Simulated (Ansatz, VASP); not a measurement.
## One calculation of SnSe2, two programs

File INCAR:

```
SYSTEM = SnSe2
ALGO     = Normal         ! electronic algorithm
EDIFF    = 1E-6           ! SCF threshold, eV
ENCUT    = 500            ! plane-wave cutoff, eV
GGA      = PE             ! functional
GGA_COMPAT= .False.      
ISIF     = 2              ! what is computed and relaxed
ISMEAR   = 0              ! smearing method
IVDW     = 12             ! dispersion correction
LASPH    = .True.         ! aspherical terms in the spheres
LCHARG   = .False.        ! write CHGCAR
LREAL    = .False.        ! projectors in reciprocal space
LWAVE    = .False.        ! write WAVECAR
NBANDS   = 20             ! bands
NELM     = 120            ! most SCF steps
PREC     = Accurate       ! precision mode
SIGMA    = 0.03           ! smearing width, eV
```

Contents of KPOINTS:

```
k-points
0
Gamma
  12 12 6
  0 0 0
```

Contents of POSCAR:

```
SnSe2
1.0
    3.9360000000      0.0000000000      0.0000000000
   -1.9680000000      3.4086759893      0.0000000000
    0.0000000000      0.0000000000      6.0099097605
Sn Se
1 2
Direct
    0.0000000000      0.0000000000      0.0000000000
    0.3333333333      0.6666666667      0.2651331237
    0.6666666667      0.3333333333      0.7348668763
```

Input for Ansatz:

```yaml
crystal:
  lattice:
    - [3.936, 0.0, 0.0]
    - [-1.968, 3.4086759893, 0.0]
    - [0.0, 0.0, 6.0099097605]
  atoms:
    - { symbol: Sn, position: [0.0, 0.0, 0.0] }
    - { symbol: Se, position: [0.3333333333, 0.6666666667, 0.2651331237] }
    - { symbol: Se, position: [0.6666666667, 0.3333333333, 0.7348668763] }
basis:
  ecutwfc: 420
kpoints:
  mp_grid: { grid: [12, 12, 6] }
hamiltonian:
  xc: pbe
  dispersion: d3bj
scf:
  occupations: { method: gaussian, width: 0.03 }
output:
  forces: true
  stress: true
  eigenvalues: true
```

Alike in both runs: task single point; functional PBE; dispersion D3(BJ); k mesh 12 × 12 × 6; occupations gaussian, width 0.03 eV; no spin polarisation.

|  | VASP | Ansatz |
| --- | --- | --- |
| version | VASP 6.6.1 | Ansatz 0.2.0 |
| potentials or method | VASP PAW PBE potentials, release 64 (Sn_d, Se), cutoff 500 eV | scalar-relativistic, plane waves, PAW |
| valence electrons in the cell | 26 | 46 |

|  | VASP | Ansatz | Ansatz less VASP |
| --- | --- | --- | --- |
| gap on the k mesh at the Fermi level (eV) | 0.24 | 0.24 | +0.004 |
| least direct gap on the mesh (eV) | 0.41 | 0.42 | +0.011 |
| pressure (GPa) | -2.9 | -2.9 | -0.05 |
| traceless stress, the component that is largest in VASP (GPa) | 0.89 | 0.88 | -0.003 |
| rms of the force components (eV/Å) | 0.097 | 0.102 | +0.0051 |

Atom by atom the forces differ by 0.005 eV/Å (rms over components). VASP's potentials hold 26 valence electrons a cell and Ansatz's 46, so a difference there can come from the potentials and not from the codes.
